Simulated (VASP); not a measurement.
# Sn2PdSe5 (I4/mcm) in VASP: single point with PBE

Aim: the single point of Sn2PdSe5 with PBE.

All numbers are computed with VASP 6.6.1; they aren't measurements. Logs are shortened: lines on timing, memory, paths and dates and some standing lists are left out, and cuts for length are marked.

### 1 The cell of the first run

Symmetry: I4/mcm, No. 140, tetragonal system. Conventional cell: a = 7.871 Å, b = 7.871 Å, c = 12.240 Å, α = 90.00°, β = 90.00°, γ = 90.00°. Sn (site symmetry m2m) has 8 Se at 2.77 to 3.40 Å and 1 Sn at 3.45 Å within 3.6 Å. Pd (site symmetry 422) has 10 Se at 3.03 to 3.06 Å within 4.0 Å. Within 3.2 Å of Se (site symmetry m) lie 1 Se at 2.42 Å and 1 Sn at 2.77 Å and 2 Pd at 3.03 Å. Within 3.9 Å of Se (site symmetry 4/m) lie 4 Sn at 2.98 Å and 2 Pd at 3.06 Å and 8 Se at 3.56 Å.

### 2 Single point, PBE

Input file INCAR:

```
SYSTEM = Sn2PdSe5
  PREC = Accurate
  ENCUT = 500
  EDIFF = 1E-6
  ISMEAR = 0
  SIGMA = 0.15
  LREAL = .FALSE.
  LASPH = .TRUE.
  NELM = 120
  ALGO = Normal
  ISIF = 2
  LWAVE = .FALSE.
  LCHARG = .FALSE.
  GGA = PE
  NBANDS = 82
  GGA_COMPAT = .FALSE.
```

Input file KPOINTS:

```
regular mesh
0
G
  2 2 2
  0 0 0
```

Input file POSCAR:

```
Sn2PdSe5
1.0
   -3.9354864438      3.9354864438      6.1197576616
    3.9354864438     -3.9354864438      6.1197576616
    3.9354864438      3.9354864438     -6.1197576616
Sn Pd Se
4 2 10
Direct
    0.8452099253      0.6547900747      0.5000000000
    0.3452099253      0.8452099253      0.1904198506
    0.1547900747      0.3452099253      0.5000000000
    0.6547900747      0.1547900747      0.8095801494
    0.7500000000      0.7500000000      0.0000000000
    0.2500000000      0.2500000000      0.0000000000
    0.5119027470      0.6448132899      0.5000000000
    0.8551867101      0.9880972530      0.5000000000
    0.0119027470      0.5119027470      0.8670894571
    0.3551867101      0.8551867101      0.8670894571
    0.1448132899      0.0119027470      0.5000000000
    0.4880972530      0.3551867101      0.5000000000
    0.6448132899      0.1448132899      0.1329105429
    0.9880972530      0.4880972530      0.1329105429
    0.0000000000      0.0000000000      0.0000000000
    0.5000000000      0.5000000000      0.0000000000
```

Potentials or basis: VASP PAW PBE potentials, release 64 (Sn_d, Pd, Se).

On the command line:

```sh
> cat potpaw_PBE.64/Sn_d/POTCAR potpaw_PBE.64/Pd/POTCAR potpaw_PBE.64/Se/POTCAR > POTCAR
> mpirun -np 1 vasp_std > vasp.out
```

OUTCAR:

```text
SYSTEM = Sn2PdSe5
   PREC = Accurate
   ENCUT = 500
   EDIFF = 1E-6
   ISMEAR = 0
   LREAL = .FALSE.
   LASPH = .TRUE.
   NELM = 120
   ISIF = 2
   GGA = PE

 ion  position               nearest neighbor table
   1  0.845  0.655  0.500-   7 2.77   8 2.77  15 2.98  16 2.98   3 3.45
   2  0.345  0.845  0.190-   9 2.77  10 2.77  15 2.98  16 2.98   4 3.45
   3  0.155  0.345  0.500-  11 2.77  12 2.77  16 2.98  15 2.98   1 3.45
   4  0.655  0.155  0.810-  14 2.77  13 2.77  15 2.98  16 2.98   2 3.45
   5  0.750  0.750  0.000-   8 3.03  10 3.03  11 3.03  13 3.03   7 3.03  12 3.03   9 3.03  14 3.03
                            15 3.06  16 3.06
   6  0.250  0.250  0.000-   7 3.03  10 3.03  12 3.03  13 3.03   8 3.03  11 3.03   9 3.03  14 3.03
                            15 3.06  16 3.06
   7  0.512  0.645  0.500-  12 2.42   1 2.77   5 3.03   6 3.03
   8  0.855  0.988  0.500-  11 2.42   1 2.77   6 3.03   5 3.03
   9  0.012  0.512  0.867-  14 2.42   2 2.77   6 3.03   5 3.03
  10  0.355  0.855  0.867-  13 2.42   2 2.77   6 3.03   5 3.03
  11  0.145  0.012  0.500-   8 2.42   3 2.77   6 3.03   5 3.03
  12  0.488  0.355  0.500-   7 2.42   3 2.77   5 3.03   6 3.03
  13  0.645  0.145  0.133-  10 2.42   4 2.77   6 3.03   5 3.03
  14  0.988  0.488  0.133-   9 2.42   4 2.77   6 3.03   5 3.03
  15  0.000  0.000  0.000-   3 2.98   1 2.98   4 2.98   2 2.98   6 3.06   5 3.06
  16  0.500  0.500  0.000-   1 2.98   3 2.98   4 2.98   2 2.98   6 3.06   5 3.06

  LATTYP: Found a body centered tetragonal cell.
 ALAT       =     7.8709728876
 C/A-ratio  =     1.5550193728

  Lattice vectors:

 A1 = (  -3.9354864438,   3.9354864438,   6.1197576616)
 A2 = (   3.9354864438,  -3.9354864438,   6.1197576616)
 A3 = (   3.9354864438,   3.9354864438,  -6.1197576616)

Analysis of symmetry for initial positions (statically):
=====================================================================
 Subroutine PRICEL returns:
 Original cell was already a primitive cell.

 Routine SETGRP: Setting up the symmetry group for a
 body centered tetragonal supercell.

 Subroutine GETGRP returns: Found 16 space group operations
 (whereof  8 operations were pure point group operations)
 out of a pool of 16 trial point group operations.

The static configuration has the point symmetry C_4h.
 The point group associated with its full space group is D_4h.

Analysis of symmetry for dynamics (positions and initial velocities):
=====================================================================
 Subroutine PRICEL returns:
 Original cell was already a primitive cell.

 Routine SETGRP: Setting up the symmetry group for a
[... 120 lines left out ...]
   ISIF   =      2    stress and relaxation
   ISYM   =      2    0-nonsym 1-usesym 2-fastsym
   POTIM  = 0.5000    time-step for ionic-motion
   TEBEG  =    0.0;   TEEND  =   0.0 temperature during run
   PSTRESS=    0.0 pullay stress
   NELECT =     136.0000    total number of electrons
   NUPDOWN=      -1.0000    fix difference up-down
   EMIN   =  10.00;   EMAX   =-10.00  energy-range for DOS
   EFERMI =   0.00;   METHOD = LEGACY
   ISMEAR =     0;   SIGMA  =   0.15  broadening in eV -4-tet -1-fermi 0-gaus
   EFERMI_NEDOS =   21; number of points for ismear=-14 and -15
   IALGO  =     38    algorithm
   IMIX   =      4    mixing-type and parameters
     AMIX     =   0.40;   BMIX     =  1.00
     AMIX_MAG =   1.60;   BMIX_MAG =  1.00
  volume/ion in A,a.u.               =      23.70       159.91
  Fermi-wavevector in a.u.,A,eV,Ry     =   1.163208  2.198145 18.409407  1.353053
  Thomas-Fermi vector in A             =   2.299761
   LORBIT       =      0    0 simple, 1 ext, 2 COOP (PROOUT), +10 PAW based schemes
   GGA     = PE    functional components
   LHFCALC =     F    Hartree Fock is set to
   AEXX    =    0.0000 exact exchange contribution
   IVDW    =     0    specifies the selected vdW correction
   LEPSILON=     F    determine dielectric tensor
   LRPA    =     F    only Hartree local field effects (RPA)
 non-spin polarized calculation
 Gauss-broadening in eV      SIGMA  =   0.15
  energy-cutoff  :      500.00
  volume of cell :      379.13
 maximum number of plane-waves:      9635
   NGX = 31   NGY = 31   NGZ = 31

 number of electron     136.0000034 magnetization

 Free energy of the ion-electron system (eV)
  ---------------------------------------------------
  ext. energy  EPLUGINS =         0.00000000
  ---------------------------------------------------
  free energy    TOTEN  =       -60.33820257 eV

  energy without entropy =      -60.22546232  energy(sigma->0) =      -60.28183245

 E-fermi :   5.5828     XC(G=0): -10.1044

 val. band max:        5.5546334889   @ k =   0.5000   0.5000   0.0000
 cond. band min:       5.6048724411   @ k =   0.5000   0.5000   0.0000
 fundamental gap:      0.0502389522
 Fermi energy:         5.5827968766

 k-point     1 :       0.0000    0.0000    0.0000
  band No.  band energies     occupation
      1     -15.9453      2.00000
      2     -15.9448      2.00000
      3     -15.9430      2.00000
      4     -15.9353      2.00000
      5     -15.9353      2.00000
      6     -15.9345      2.00000
[... 321 lines left out ...]
     79       8.9264      0.00000
     80       8.9787      0.00000
 [bands above 80 left out]

------------------------ aborting loop because EDIFF is reached ----------------------------------------

  FORCE on cell =-STRESS in cart. coord.  units (eV):
  Direction    XX          YY          ZZ          XY          YZ          ZX
  --------------------------------------------------------------------------------------
  -------------------------------------------------------------------------------------
  Total        0.8849250      0.8849250     -1.3623820      0.0000000     -0.0000000      0.0000000
  in kB        3.7396071      3.7396071     -5.7572940      0.0000000     -0.0000000      0.0000000
  external PRESSURE =       0.5739734 kB  Pullay stress =       0.0000000 kB

 VOLUME and BASIS-vectors are now :
 -----------------------------------------------------------------------------
  energy-cutoff  :      500.00
  volume of cell :      379.13
      direct lattice vectors                 reciprocal lattice vectors
    -3.935486444  3.935486444  6.119757662     0.000000000  0.127049097  0.081702582
     3.935486444 -3.935486444  6.119757662     0.127049097  0.000000000  0.081702582
     3.935486444  3.935486444 -6.119757662     0.127049097  0.127049097  0.000000000

 POSITION                                       TOTAL-FORCE (eV/Angst)
 -----------------------------------------------------------------------------------
      1.21835      2.71714      6.11976        -0.006623      0.006623     -0.000000
      2.71714     -1.21835      6.11976         0.006623      0.006623      0.000000
      2.71714      1.21835      0.00000         0.006623     -0.006623     -0.000000
      1.21835      5.15383      0.00000        -0.006623     -0.006623     -0.000000
      0.00000      0.00000      9.17964         0.000000     -0.000000     -0.000000
      0.00000      0.00000      3.05988         0.000000     -0.000000     -0.000000
[... 8 lines left out ...]
      0.00000      0.00000      0.00000         0.000000     -0.000000      0.000000
      0.00000      0.00000      6.11976         0.000000     -0.000000     -0.000000
 -----------------------------------------------------------------------------------
    total drift:                                0.000000      0.000000      0.000000

  FREE ENERGIE OF THE ION-ELECTRON SYSTEM (eV)
  ---------------------------------------------------
  free  energy   TOTEN  =       -60.3382025744 eV

  energy  without entropy=      -60.2254623245  energy(sigma->0) =      -60.28183245
```

OSZICAR:

```text
N       E                     dE             d eps       ncg     rms          rms(c)
DAV:   1     0.151665493490E+04    0.15167E+04   -0.56571E+04   706   0.185E+03
DAV:   2     0.216459282009E+03   -0.13002E+04   -0.12629E+04   688   0.546E+02
DAV:   3    -0.365185281442E+02   -0.25298E+03   -0.24194E+03   738   0.193E+02
DAV:   4    -0.600117042144E+02   -0.23493E+02   -0.22510E+02   808   0.578E+01
DAV:   5    -0.609091104625E+02   -0.89741E+00   -0.88582E+00   760   0.115E+01    0.117E+01
DAV:   6    -0.604291125787E+02    0.48000E+00   -0.14032E+00   942   0.461E+00    0.707E+00
DAV:   7    -0.605317913739E+02   -0.10268E+00   -0.14617E+00   824   0.508E+00    0.420E+00
DAV:   8    -0.603450119592E+02    0.18678E+00   -0.94612E-01   728   0.360E+00    0.121E+00
DAV:   9    -0.603383564557E+02    0.66555E-02   -0.48103E-02   776   0.105E+00    0.286E-01
DAV:  10    -0.603381631648E+02    0.19329E-03   -0.88662E-03   824   0.343E-01    0.112E-01
DAV:  11    -0.603381717412E+02   -0.85765E-05   -0.92715E-04   776   0.149E-01    0.715E-02
DAV:  12    -0.603381992888E+02   -0.27548E-04   -0.23602E-04   752   0.601E-02    0.167E-02
DAV:  13    -0.603382021735E+02   -0.28848E-05   -0.18603E-05   744   0.197E-02    0.936E-03
DAV:  14    -0.603382025744E+02   -0.40085E-06   -0.40661E-06   672   0.703E-03
   1 F= -.60338203E+02 E0= -.60281832E+02  d E =-.112740E+00
```

Wall time 2.1 min (1 thread of AMD EPYC 9R45 (Zen 5), shared host); peak memory 0.5 GiB.

Results:

* Free energy: -60.3382 eV
* Pressure: 0.1 GPa
* Largest force: 0.100 eV/Å
* Band gap on the k mesh: 0.05 eV

Forces in eV/Å, atoms in the order of the input:
```
Sn  -0.007  0.007  0.000
Sn   0.007  0.007  0.000
Sn   0.007 -0.007  0.000
Sn  -0.007 -0.007  0.000
Pd   0.000  0.000  0.000
Pd   0.000  0.000  0.000
Se   0.059 -0.059 -0.057
Se   0.059 -0.059  0.057
Se  -0.059 -0.059 -0.057
Se  -0.059 -0.059  0.057
Se  -0.059  0.059 -0.057
Se  -0.059  0.059  0.057
Se   0.059  0.059 -0.057
Se   0.059  0.059  0.057
Se   0.000  0.000  0.000
Se   0.000  0.000  0.000
```

Stress tensor (GPa, compression positive):
```
 0.37  0.00  0.00
 0.00  0.37  0.00
 0.00  0.00 -0.58
```

Caveat: the k points lie up to 0.47 Å⁻¹ apart; spin-orbit coupling is left out, which moves the levels of the heavy elements.
